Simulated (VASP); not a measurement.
# Na (P-3m1) in VASP: notebook

Na is run at these levels: PBEsol; tasks: single point.

All numbers are computed with VASP 6.6.1; they aren't measurements. Logs are shortened: lines on timing, memory, paths and dates and some standing lists are left out, and cuts for length are marked.

## 1. The cell of the first run

The structure is trigonal, space group P-3m1 (No. 164). Conventional cell: a = 3.767 Å, b = 3.767 Å, c = 6.154 Å, α = 90.00°, β = 90.00°, γ = 120.00°. Na (site symmetry 3m) has 12 Na at 3.41 to 4.14 Å within 4.5 Å.

## 2. Single point, PBEsol (atom 1 (Na) moved by (+0.000, -0.450) A along y and z)

INCAR reads:

```
ALGO = Normal
EDIFF = 1E-6
ENCUT = 520
GGA = PS
ISIF = 2
ISMEAR = 0
LASPH = T
LCHARG = F
LREAL = F
LWAVE = F
NBANDS = 14
NELM = 60
PREC = Accurate
SIGMA = 0.15
```

KPOINTS reads:

```
k-points
0
Gamma
  12 12 8
```

POSCAR reads:

```
Na
1.0
    3.7670009976      0.0000000000      0.0000000000
   -1.8835004988      3.2623185600      0.0000000000
    0.0000000000      0.0000000000      6.1540000000
Na
2
Direct
    0.3333333333      0.6666666667      0.1768768281
    0.6666666667      0.3333333333      0.7500000000
```

Potentials or basis: VASP PAW PBE potentials, release 64 (Na_pv).

Launch:

```bash
cat potpaw_PBE.64/Na_pv/POTCAR > POTCAR
mpirun -np 1 vasp_std > vasp.out
```

OUTCAR:

```text
EDIFF = 1E-6
   ENCUT = 520
   GGA = PS
   ISIF = 2
   ISMEAR = 0
   LASPH = T
   LREAL = F
   NELM = 60
   PREC = Accurate

 ion  position               nearest neighbor table
   1  0.333  0.667  0.177-
   2  0.667  0.333  0.750-

  LATTYP: Found a hexagonal cell.
 ALAT       =     3.7670009976
 C/A-ratio  =     1.6336603054

  Lattice vectors:

 A1 = (   3.7670009976,   0.0000000000,   0.0000000000)
 A2 = (  -1.8835004988,   3.2623185600,   0.0000000000)
 A3 = (   0.0000000000,   0.0000000000,   6.1540000000)

Analysis of symmetry for initial positions (statically):
=====================================================================
 Subroutine PRICEL returns:
 Original cell was already a primitive cell.

 Routine SETGRP: Setting up the symmetry group for a
 hexagonal supercell.

 Subroutine GETGRP returns: Found 12 space group operations
 (whereof  6 operations were pure point group operations)
 out of a pool of 24 trial point group operations.

The static configuration has the point symmetry C_3v.
 The point group associated with its full space group is D_3d.

Analysis of symmetry for dynamics (positions and initial velocities):
=====================================================================
 Subroutine PRICEL returns:
 Original cell was already a primitive cell.

 Routine SETGRP: Setting up the symmetry group for a
 hexagonal supercell.

 Subroutine GETGRP returns: Found 12 space group operations
 (whereof  6 operations were pure point group operations)
 out of a pool of 24 trial point group operations.

The dynamic configuration has the point symmetry C_3v.
 The point group associated with its full space group is D_3d.

 Subroutine INISYM returns: Found 12 space group operations
 (whereof  6 operations are pure point group operations),
 and found     1 'primitive' translations

----------------------------------------------------------------------------------------

                                     Primitive cell

  volume of cell :      75.6275

  direct lattice vectors                    reciprocal lattice vectors
     3.767000998  0.000000000  0.000000000     0.265463163  0.153265229  0.000000000
    -1.883500499  3.262318560  0.000000000     0.000000000  0.306530457  0.000000000
     0.000000000  0.000000000  6.154000000     0.000000000  0.000000000  0.162495938

  length of vectors
     3.767000998  3.767000998  6.154000000     0.306530457  0.306530457  0.162495938

  position of ions in fractional coordinates (direct lattice)
     0.333333333  0.666666667  0.176876828
     0.666666667  0.333333333  0.750000000

  ion indices of the primitive-cell ions
   primitive index   ion index
                 1           1
                 2           2

----------------------------------------------------------------------------------------

 KPOINTS: k-points

Automatic generation of k-mesh.
 Grid dimensions read from file:
 generate k-points for:   12   12    8

 Generating k-lattice:

  Cartesian coordinates                     Fractional coordinates (reciprocal lattice)
     0.022121930  0.012772102  0.000000000     0.083333333 -0.000000000  0.000000000
     0.000000000  0.025544205  0.000000000     0.000000000  0.083333333  0.000000000
     0.000000000  0.000000000  0.020311992     0.000000000  0.000000000  0.125000000

  Length of vectors
     0.025544205  0.025544205  0.020311992

  Shift w.r.t. Gamma in fractional coordinates (k-lattice)
     0.000000000  0.000000000  0.000000000

 Subroutine IBZKPT returns following result:
 ===========================================

 Found    131 irreducible k-points:

 Following reciprocal coordinates:
            Coordinates               Weight
  0.000000  0.000000  0.000000      1.000000
  0.083333  0.000000  0.000000      6.000000
  0.166667  0.000000  0.000000      6.000000
  0.250000  0.000000  0.000000      6.000000
  0.333333  0.000000  0.000000      6.000000
  0.416667  0.000000  0.000000      6.000000
[... 16 lines left out ...]
  0.166667  0.000000  0.125000      6.000000
  0.000000  0.166667  0.125000      6.000000
 [... further k-points ...]
   k-points           NKPTS =    131   k-points in BZ     NKDIM =    131   number of bands    NBANDS=     14
   number of dos      NEDOS =    301   number of ions     NIONS =      2
   total plane-waves  NPLWV =  37632
   dimension x,y,z NGX =    28 NGY =   28 NGZ =   48
   dimension x,y,z NGXF=    56 NGYF=   56 NGZF=   96
   ions per type =               2
   NGX,Y,Z   is equivalent  to a cutoff of  12.36, 12.36, 12.97 a.u.
   NGXF,Y,Z  is equivalent  to a cutoff of  24.71, 24.71, 25.93 a.u.
 SYSTEM =  unknown system
   PREC   = accura    normal or accurate (medium, high low for compatibility)
   ISTART =      0    job   : 0-new  1-cont  2-samecut
   ICHARG =      2    charge: 1-file 2-atom 10-const
   ISPIN  =      1    spin polarized calculation?
   LNONCOLLINEAR =      F non collinear calculations
   LSORBIT =      F    spin-orbit coupling
   LASPH  =      T    aspherical Exc in radial PAW
   ENCUT  =  520.0 eV  38.22 Ry    6.18 a.u.   7.00  7.00 11.44*2*pi/ulx,y,z
   NELM   =     60;   NELMIN=  2; NELMDL= -5     # of ELM steps
   EDIFF  = 0.1E-05   stopping-criterion for ELM
   LREAL  =      F    real-space projection
[... 7 lines left out ...]
   TEBEG  =    0.0;   TEEND  =   0.0 temperature during run
   PSTRESS=    0.0 pullay stress
   NELECT =      14.0000    total number of electrons
   NUPDOWN=      -1.0000    fix difference up-down
   EMIN   =  10.00;   EMAX   =-10.00  energy-range for DOS
   EFERMI =   0.00;   METHOD = LEGACY
   ISMEAR =     0;   SIGMA  =   0.15  broadening in eV -4-tet -1-fermi 0-gaus
   EFERMI_NEDOS =   21; number of points for ismear=-14 and -15
   IALGO  =     38    algorithm
   IMIX   =      4    mixing-type and parameters
     AMIX     =   0.40;   BMIX     =  1.00
     AMIX_MAG =   1.60;   BMIX_MAG =  1.00
  volume/ion in A,a.u.               =      37.81       255.18
  Fermi-wavevector in a.u.,A,eV,Ry     =   0.933020  1.763152 11.844231  0.870526
  Thomas-Fermi vector in A             =   2.059678
   LORBIT       =      0    0 simple, 1 ext, 2 COOP (PROOUT), +10 PAW based schemes
   GGA     = PS    functional components
   LHFCALC =     F    Hartree Fock is set to
   AEXX    =    0.0000 exact exchange contribution
   IVDW    =     0    specifies the selected vdW correction
   LEPSILON=     F    determine dielectric tensor
   LRPA    =     F    only Hartree local field effects (RPA)
 non-spin polarized calculation
 Gauss-broadening in eV      SIGMA  =   0.15
  energy-cutoff  :      520.00
  volume of cell :       75.63
 maximum number of plane-waves:      2059
   NGX = 13   NGY = 13   NGZ = 23

 number of electron      14.0000011 magnetization

 Free energy of the ion-electron system (eV)
  ---------------------------------------------------
  ext. energy  EPLUGINS =         0.00000000
  ---------------------------------------------------
  free energy    TOTEN  =        -2.73584123 eV

  energy without entropy =       -2.72558576  energy(sigma->0) =       -2.73071350

 E-fermi :   0.2456     XC(G=0):  -6.4288

 val. band max:        0.2215971025   @ k =   0.3333   0.0000   0.3750
 cond. band min:       0.2563572709   @ k =   0.3333   0.1667   0.3750
 fundamental gap:      0.0347601684
 Fermi energy:         0.2456365345

 k-point     1 :       0.0000    0.0000    0.0000
  band No.  band energies     occupation
      1     -24.6041      2.00000
      2     -24.5669      2.00000
      3     -24.5669      2.00000
      4     -24.5584      2.00000
      5     -24.5577      2.00000
      6     -24.5577      2.00000
      7      -3.0076      2.00000
      8       0.8553      0.00000
      9       1.1774      0.00000
     10      10.0413      0.00000
     11      10.0413      0.00000
     12      10.3886      0.00000
     13      10.3886      0.00000
     14      10.6838      0.00000

 k-point     2 :       0.0833    0.0000    0.0000
  band No.  band energies     occupation
      1     -24.6034      2.00000
      2     -24.5693      2.00000
      3     -24.5675      2.00000
      4     -24.5593      2.00000
      5     -24.5580      2.00000
      6     -24.5579      2.00000
      7      -2.9061      2.00000
      8       0.9458      0.00000
      9       1.2755      0.00000
     10       8.4071      0.00000
     11       9.2980      0.00000
     12       9.7259      0.00000
     13      11.2410      0.00000
     14      11.4746      0.00000

 k-point     3 :       0.1667    0.0000    0.0000
  band No.  band energies     occupation
      1     -24.6015      2.00000
      2     -24.5751      2.00000
      3     -24.5691      2.00000
      4     -24.5634      2.00000
      5     -24.5585      2.00000
      6     -24.5581      2.00000
      7      -2.6030      2.00000
      8       1.2176      0.00000
      9       1.5659      0.00000
     10       6.5598      0.00000
     11       8.5606      0.00000
     12       8.7695      0.00000
     13      10.0182      0.00000
     14      10.9412      0.00000
[... 324 lines left out ...]
 k-point    23 :       0.1667    0.0000    0.1250
  band No.  band energies     occupation
      1     -24.6009      2.00000
      2     -24.5754      2.00000
      3     -24.5690      2.00000
      4     -24.5632      2.00000
      5     -24.5586      2.00000
      6     -24.5586      2.00000
      7      -2.5418      2.00000
      8       0.4794      0.02753
      9       2.4121      0.00000
     10       6.6029      0.00000
     11       8.6086      0.00000
     12       8.7085      0.00000
     13       9.7491      0.00000
     14      10.6090      0.00000

 k-point    24 :       0.0000    0.1667    0.1250
  band No.  band energies     occupation
      1     -24.6009      2.00000
      2     -24.5751      2.00000
      3     -24.5690      2.00000
      4     -24.5638      2.00000
      5     -24.5586      2.00000
      6     -24.5583      2.00000
      7      -2.5418      2.00000
      8       0.4790      0.02777
      9       2.4133      0.00000
     10       6.6201      0.00000
     11       8.6090      0.00000
     12       8.6653      0.00000
     13       9.5619      0.00000
     14      10.9550      0.00000

 [... further k-points ...]

------------------------ aborting loop because EDIFF is reached ----------------------------------------

  FORCE on cell =-STRESS in cart. coord.  units (eV):
  Direction    XX          YY          ZZ          XY          YZ          ZX
  --------------------------------------------------------------------------------------
  -------------------------------------------------------------------------------------
  Total       -0.0010276     -0.0010276      0.0912263      0.0000000      0.0000000      0.0000000
  in kB       -0.0217691     -0.0217691      1.9326406      0.0000000      0.0000000      0.0000000
  external PRESSURE =       0.6297008 kB  Pullay stress =       0.0000000 kB

 VOLUME and BASIS-vectors are now :
 -----------------------------------------------------------------------------
  energy-cutoff  :      520.00
  volume of cell :       75.63
      direct lattice vectors                 reciprocal lattice vectors
     3.767000998  0.000000000  0.000000000     0.265463163  0.153265229  0.000000000
    -1.883500499  3.262318560  0.000000000     0.000000000  0.306530457  0.000000000
     0.000000000  0.000000000  6.154000000     0.000000000  0.000000000  0.162495938

 POSITION                                       TOTAL-FORCE (eV/Angst)
 -----------------------------------------------------------------------------------
     -0.00000      2.17488      1.08850        -0.000000      0.000000      0.315533
      1.88350      1.08744      4.61550         0.000000      0.000000     -0.315533
 -----------------------------------------------------------------------------------
    total drift:                               -0.000000     -0.000000      0.000004

  FREE ENERGIE OF THE ION-ELECTRON SYSTEM (eV)
  ---------------------------------------------------
  free  energy   TOTEN  =        -2.7358412345 eV

  energy  without entropy=       -2.7255857609  energy(sigma->0) =       -2.73071350
```

It took 2 min on 1 thread of Intel Xeon 8259CL, shared host; peak memory 0.24 GiB.

What came out:

| Item | Value |
| --- | --- |
| Free energy | -2.7358 eV |
| Pressure | 0.1 GPa |
| Largest force | 0.316 eV/Å |
| Band gap on the k mesh | zero (bands 7 and 8 overlap by 3.83 eV) |

Forces in eV/Å, atoms in the order of the input:
```
Na   0.000  0.000  0.316
Na   0.000  0.000 -0.316
```

Caveat: the cell differs from its parent crystal (atom 1 (Na) moved by (+0.000, -0.450) A along y and z); the PAW data sets were made with another functional, which shifts forces and pressure a little.

(Part 1 of 2 ends here.)

The gap in the log of VASP goes by the Fermi energy; the results here count the filled bands.